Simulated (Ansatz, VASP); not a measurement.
## Two plane-wave programs on GaSb

```
Sb Ga
1.0
     0.00000    2.99655    2.99655
     2.99655    0.00000    2.99655
     2.99655    2.99655    0.00000
Sb Ga
1 1
Direct
  0.75000 0.75000 0.75000
  0.00000 0.00000 0.00000
```

Alike in both runs: task single point; functional PBEsol; k mesh 8 × 8 × 8; occupations fermi-dirac, width 0.05 eV; non-collinear spin, spin-orbit coupling.

|  | VASP | Ansatz |
| --- | --- | --- |
| version | VASP 6.6.1 | Ansatz 0.2.0 |
| potentials or method | VASP PAW PBE potentials, release 64 (Sb, Ga_d) | Ansatz PAW |
| plane-wave cutoff (eV) | 520 | 420 |
| valence electrons in the cell | 18 | 28 |

Ansatz gave:

| Item | Value |
| --- | --- |
| pressure (GPa) | 3.5 |

**Question.** Which values does VASP return?

**Answer.** Pressure (GPa): 3.6.

VASP's potentials were made for PBE, not for PBEsol. VASP's potentials hold 18 valence electrons a cell and Ansatz's 28, so a difference there can come from the potentials and not from the codes.
